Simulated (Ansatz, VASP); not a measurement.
One calculation of Si, two programs

```
Si
1.0
     0.00000    2.70358    2.70358
     2.70358    0.00000    2.70358
     2.70358    2.70358    0.00000
Si
2
Direct
  0.50000 0.50000 0.50000
  0.75000 0.75000 0.75000
```

Alike in both runs: task single point; functional LDA; k mesh 8 × 8 × 8; occupations fermi-dirac, width 0.05 eV; no spin polarisation.

```csv
,VASP,Ansatz
version,VASP 6.6.1,Ansatz 0.2.0
potentials or method,"VASP PAW LDA potentials, release 64 (Si)",Ansatz PAW
plane-wave cutoff (eV),520,420
valence electrons in the cell,8,8
```

Ansatz gave:

* gap on the k mesh at the Fermi level (eV): 0.50
* least direct gap on the mesh (eV): 2.53
* pressure (GPa): -0.3

Task: Which values does VASP return?

Result: gap on the k mesh at the Fermi level (eV): 0.49; least direct gap on the mesh (eV): 2.53; pressure (GPa): -0.2.

LDA's correlation is that of Perdew and Zunger in VASP and of Perdew and Wang (1992) in Ansatz.
